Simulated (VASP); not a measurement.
CsBr:

```
Cs Br
1.0
     4.32562    0.00000    0.00000
     0.00000    4.32562    0.00000
     0.00000    0.00000    4.32562
Cs Br
1 1
Direct
  0.00000 0.00000 0.00000
  0.50000 0.50000 0.50000
```

* Program: VASP 6.6.1
* Task: relaxation of cell and atoms
* Functional: PBE
* Potentials or basis: VASP PAW PBE potentials, release 64 (Cs_sv, Br)
* Cutoff: 500 eV
* k mesh: 6 × 6 × 6
* Occupations: gaussian, width 0.02 eV
* Spin: no spin polarisation

At the start: pressure 0.6 GPa; volume 40.47 Å³/atom.

Question: Where does the relaxation end?

Answer: Over 4 steps the energy falls by 3.7 meV/atom and the volume is 42.40 Å³/atom (+4.8 %); space group Pm-3m (No. 221, to 0.05 Å).

Step by step:
```tsv
step	energy change (eV)	largest force (eV/Å)	pressure (GPa)	volume (Å³)
1	0.0000	0.0000	0.65	80.94
2	-0.0056	0.0000	0.30	82.86
3	-0.0074	0.0000	-0.04	85.05
4	-0.0074	0.0000	0.00	84.81
```

Final structure:
```
Cs Br
1.0
     4.39349    0.00000    0.00000
     0.00000    4.39349    0.00000
     0.00000    0.00000    4.39349
Cs Br
1 1
Direct
  0.00000 0.00000 0.00000
  0.50000 0.50000 0.50000
```
